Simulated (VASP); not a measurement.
# SiNi3 (Pm-3m) in VASP: notebook, part 2 of 2

VASP 6.6.1. Earlier steps stand in the parts before.

**3. Single point, PBE, collinear spin, ferromagnetic start**

The input, INCAR:

```
SYSTEM = SiNi3
PREC     = Accurate       ! precision mode
ENCUT    = 520            ! plane-wave cutoff, eV
EDIFF    = 1E-7           ! SCF threshold, eV
ISMEAR   = 0              ! smearing method
SIGMA    = 0.026000000000000002 ! smearing width, eV
LREAL    = .False.        ! projectors in reciprocal space
LASPH    = .True.         ! aspherical terms in the spheres
NELM     = 150            ! most SCF steps
ALGO     = Fast           ! electronic algorithm
ISIF     = 2              ! what is computed and relaxed
LWAVE    = .False.        ! write WAVECAR
LCHARG   = .False.        ! write CHGCAR
ISPIN    = 2              ! spin polarisation
MAGMOM   = 1 1 1 0        ! initial moments
LORBIT   = 11             ! projections on sites
LMAXMIX  = 4              ! l up to which the mixer works
GGA      = PE             ! functional
NBANDS   = 29             ! bands
```

The input, KPOINTS:

```
regular mesh
0
Gamma
  8 8 8
  0 0 0
```

The input, POSCAR:

```
SiNi3
1.0
    3.5420000000      0.0000000000      0.0000000000
    0.0000000000      3.5420000000      0.0000000000
    0.0000000000      0.0000000000      3.5420000000
Ni Si
3 1
Direct
    0.5000000000      0.5000000000      0.0000000000
    0.5000000000      0.0000000000      0.5000000000
    0.0000000000      0.5000000000      0.5000000000
    0.0000000000      0.0000000000      0.0000000000
```

Potentials or basis: VASP PAW PBE potentials, release 64 (Ni, Si).

Command:

```sh
$ cat potpaw_PBE.64/Ni/POTCAR potpaw_PBE.64/Si/POTCAR > POTCAR
$ mpirun -np 1 vasp_std > vasp.out
```

OUTCAR:

```text
SYSTEM = SiNi3
   PREC = Accurate
   ENCUT = 520
   EDIFF = 1E-7
   ISMEAR = 0
   LREAL = .False.
   LASPH = .True.
   NELM = 150
   ISIF = 2
   ISPIN = 2
   LORBIT = 11
   GGA = PE

 ion  position               nearest neighbor table
   1  0.500  0.500  0.000-   2 2.50   3 2.50   4 2.50   2 2.50   3 2.50   2 2.50   4 2.50   2 2.50
                             3 2.50   4 2.50   3 2.50   4 2.50
   2  0.500  0.000  0.500-   1 2.50   3 2.50   4 2.50   1 2.50   4 2.50   1 2.50   3 2.50   1 2.50
                             3 2.50   4 2.50   4 2.50   3 2.50
   3  0.000  0.500  0.500-   1 2.50   2 2.50   4 2.50   1 2.50   4 2.50   2 2.50   4 2.50   4 2.50
                             1 2.50   2 2.50   1 2.50   2 2.50
   4  0.000  0.000  0.000-   1 2.50   2 2.50   3 2.50   2 2.50   3 2.50   1 2.50   3 2.50   3 2.50
                             1 2.50   2 2.50   2 2.50   1 2.50

  LATTYP: Found a simple cubic cell.
 ALAT       =     3.5420000000

  Lattice vectors:

 A1 = (   3.5420000000,   0.0000000000,   0.0000000000)
 A2 = (   0.0000000000,   3.5420000000,   0.0000000000)
 A3 = (   0.0000000000,   0.0000000000,   3.5420000000)

Analysis of symmetry for initial positions (statically):
[... 1750 lines left out ...]
  --------------------------------------------------------------------------------------
  -------------------------------------------------------------------------------------
  Total       -1.6609172     -1.6609172     -1.6609172      0.0000000      0.0000000      0.0000000
  in kB      -59.8842894    -59.8842894    -59.8842894      0.0000000      0.0000000      0.0000000
  external PRESSURE =     -59.8842894 kB  Pullay stress =       0.0000000 kB

 VOLUME and BASIS-vectors are now :
 -----------------------------------------------------------------------------
  energy-cutoff  :      520.00
  volume of cell :       44.44
      direct lattice vectors                 reciprocal lattice vectors
     3.542000000  0.000000000  0.000000000     0.282326369  0.000000000  0.000000000
     0.000000000  3.542000000  0.000000000     0.000000000  0.282326369  0.000000000
     0.000000000  0.000000000  3.542000000     0.000000000  0.000000000  0.282326369

 POSITION                                       TOTAL-FORCE (eV/Angst)
 -----------------------------------------------------------------------------------
      1.77100      1.77100      0.00000         0.000000      0.000000      0.000000
      1.77100      0.00000      1.77100         0.000000      0.000000      0.000000
      0.00000      1.77100      1.77100         0.000000      0.000000      0.000000
      0.00000      0.00000      0.00000         0.000000      0.000000      0.000000
 -----------------------------------------------------------------------------------
    total drift:                                0.000000      0.000000      0.000000

  FREE ENERGIE OF THE ION-ELECTRON SYSTEM (eV)
  ---------------------------------------------------
  free  energy   TOTEN  =       -23.6539030806 eV

  energy  without entropy=      -23.6531496838  energy(sigma->0) =      -23.65352638

 total charge

# of ion       s       p       d       tot
------------------------------------------
    1        0.471   0.538   8.395   9.404
    2        0.471   0.538   8.395   9.404
    3        0.471   0.538   8.395   9.404
    4        0.730   0.804   0.000   1.534
--------------------------------------------------
tot          2.143   2.419  25.185  29.747

 magnetization (x)

# of ion       s       p       d       tot
------------------------------------------
    1       -0.000  -0.000   0.000   0.000
    2       -0.000  -0.000   0.000   0.000
    3       -0.000  -0.000   0.000   0.000
    4       -0.000  -0.000   0.000  -0.000
--------------------------------------------------
tot         -0.000  -0.000   0.001   0.001
```

OSZICAR:

```text
N       E                     dE             d eps       ncg     rms          rms(c)
DAV:   1     0.206970547887E+03    0.20697E+03   -0.14523E+04  4172   0.153E+03
DAV:   2    -0.126307801492E+02   -0.21960E+03   -0.20369E+03  4065   0.300E+02
DAV:   3    -0.268326454876E+02   -0.14202E+02   -0.13267E+02  4629   0.916E+01
DAV:   4    -0.270962235036E+02   -0.26358E+00   -0.26298E+00  4570   0.122E+01
DAV:   5    -0.271033670922E+02   -0.71436E-02   -0.71429E-02  4994   0.177E+00    0.198E+01
RMM:   6    -0.276770480625E+02   -0.57368E+00   -0.28348E+01  4625   0.532E+01    0.203E+01
RMM:   7    -0.237155270271E+02    0.39615E+01   -0.75825E+00  4364   0.277E+01    0.427E+00
RMM:   8    -0.236581867159E+02    0.57340E-01   -0.10618E-01  4405   0.233E+00    0.113E+00
RMM:   9    -0.236553793225E+02    0.28074E-02   -0.22128E-02  4891   0.107E+00    0.574E-01
RMM:  10    -0.236544086941E+02    0.97063E-03   -0.53045E-03  5282   0.411E-01    0.332E-01
RMM:  11    -0.236539949432E+02    0.41375E-03   -0.97683E-04  5505   0.182E-01    0.171E-01
RMM:  12    -0.236538953909E+02    0.99552E-04   -0.19262E-04  5143   0.101E-01    0.439E-02
RMM:  13    -0.236539055548E+02   -0.10164E-04   -0.60070E-05  5579   0.452E-02    0.243E-02
RMM:  14    -0.236539034356E+02    0.21192E-05   -0.12381E-05  5470   0.197E-02    0.111E-02
RMM:  15    -0.236539031068E+02    0.32872E-06   -0.24895E-06  5907   0.824E-03    0.652E-03
RMM:  16    -0.236539030806E+02    0.26253E-07   -0.29092E-07  3641   0.327E-03
   1 F= -.23653903E+02 E0= -.23653526E+02  d E =-.753397E-03  mag=    -0.0000
```

stdout:

```text
POSCAR found type information on POSCAR NiSi
 POSCAR found :  2 types and       4 ions
 scaLAPACK will be used
 LDA part: xc-table for (Slater+PW92), standard interpolation
 POSCAR, INCAR and KPOINTS ok, starting setup
 FFT: planning ... GRIDC
 FFT: planning ... GRID_SOFT
 FFT: planning ... GRID
 WAVECAR not read
 entering main loop
WARNING in EDDRMM: call to ZHEGV failed, returncode =   6  3     28
WARNING in EDDRMM: call to ZHEGV failed, returncode =   6  3     28
WARNING in EDDRMM: call to ZHEGV failed, returncode =   8  4     28
```

It took 79 s on 1 thread of AMD EPYC 7R43 (Zen 3), shared host; peak memory 0.17 GiB.

Results:

| Quantity | Value |
| --- | --- |
| Free energy | -23.6539 eV |
| Pressure | -6.0 GPa |
| Band gap on the k mesh | zero (filled and empty bands overlap) |
| Net moment | 0.00 μB per cell |
| Valence electrons inside the program's atomic spheres | Ni 9.40; Si 1.53 |

Levels at points of the mesh, in eV from the Fermi level:
Spin up:
```
           k point  band 14  band 15  band 16  band 17  band 18  band 19  band 20  band 21
(0.00, 0.00, 0.00)    -0.60    -0.60    -0.30     0.02     0.02     0.02     4.53     6.18
(0.50, 0.00, 0.00)    -1.24    -1.10    -0.54     0.02     3.48     3.48     4.96     5.19
(0.50, 0.50, 0.00)    -1.36    -1.07    -0.98    -0.91     0.61     0.61     5.39     6.18
(0.50, 0.50, 0.50)    -1.19    -1.19    -0.34    -0.21    -0.21    -0.21     1.07     3.88
```
Spin down:
```csv
k point,band 14,band 15,band 16,band 17,band 18,band 19,band 20,band 21
"(0.00, 0.00, 0.00)",-0.60,-0.60,-0.30,0.02,0.02,0.02,4.53,6.18
"(0.50, 0.00, 0.00)",-1.24,-1.10,-0.54,0.02,3.48,3.48,4.96,5.19
"(0.50, 0.50, 0.00)",-1.36,-1.07,-0.98,-0.91,0.61,0.61,5.39,6.18
"(0.50, 0.50, 0.50)",-1.19,-1.19,-0.34,-0.21,-0.21,-0.21,1.07,3.88
```

**4. Single point, PBE, collinear spin, ferromagnetic start**

The input, INCAR:

```
SYSTEM = SiNi3
PREC = Accurate ; ENCUT = 520
EDIFF = 1E-7 ; ISMEAR = 0
SIGMA = 0.013000000000000001 ; LREAL = .False.
LASPH = .True. ; NELM = 150
ALGO = Normal ; ISIF = 2
LWAVE = .False. ; LCHARG = .False.
ISPIN = 2 ; MAGMOM = 1 1 1 0
LORBIT = 11 ; LMAXMIX = 4
GGA = PE ; NBANDS = 29
```

KPOINTS is that of step 3.

POSCAR is that of step 3.

Command:

```sh
$ cat potpaw_PBE.64/Ni/POTCAR potpaw_PBE.64/Si/POTCAR > POTCAR
$ mpirun -np 1 vasp_std > vasp.out
```

It took 81 s on 1 thread of AMD EPYC 7R43 (Zen 3), shared host; peak memory 0.18 GiB.

Results (log left out):

- Free energy: -23.6536 eV
- Pressure: -6.0 GPa
- Band gap on the k mesh: zero (filled and empty bands overlap)
- Net moment: 0.00 μB per cell
- Valence electrons inside the program's atomic spheres: Ni 9.40; Si 1.53

Levels at points of the mesh, in eV from the Fermi level:
Spin up:
```tsv
k point	band 14	band 15	band 16	band 17	band 18	band 19	band 20	band 21
(0.00, 0.00, 0.00)	-0.61	-0.61	-0.30	0.01	0.01	0.01	4.53	6.17
(0.50, 0.00, 0.00)	-1.24	-1.11	-0.55	0.02	3.47	3.47	4.96	5.18
(0.50, 0.50, 0.00)	-1.37	-1.08	-0.98	-0.92	0.61	0.61	5.39	6.17
(0.50, 0.50, 0.50)	-1.20	-1.20	-0.34	-0.21	-0.21	-0.21	1.06	3.88
```
Spin down:
| k point | band 15 | band 16 | band 17 | band 18 | band 19 | band 20 |
| --- | --- | --- | --- | --- | --- | --- |
| (0.00, 0.00, 0.00) | -0.61 | -0.30 | 0.01 | 0.01 | 0.01 | 4.53 |
| (0.50, 0.00, 0.00) | -1.11 | -0.55 | 0.02 | 3.47 | 3.47 | 4.96 |
| (0.50, 0.50, 0.00) | -1.07 | -0.98 | -0.92 | 0.61 | 0.61 | 5.39 |
| (0.50, 0.50, 0.50) | -1.20 | -0.34 | -0.21 | -0.21 | -0.21 | 1.06 |

**5. Overview**

| smearing | gap on the mesh (eV) | pressure (GPa) | moment (μB) |
| --- | --- | --- | --- |
| gaussian 0.025 eV | none | -6.0 | 0.00 |
| gaussian 0.026 eV | none | -6.0 | 0.00 |
| gaussian 0.013 eV | none | -6.0 | 0.00 |

Alike in all rows: task single point; level PBE; potentials or basis VASP PAW PBE potentials, release 64 (Ni, Si); spin collinear, ferromagnetic start; cell as given; k mesh 8 × 8 × 8; cutoff (eV) 520.

Every run on the cell as given and a fine mesh finds a metal.

Absolute energies hang on the potentials; compare differences alone.
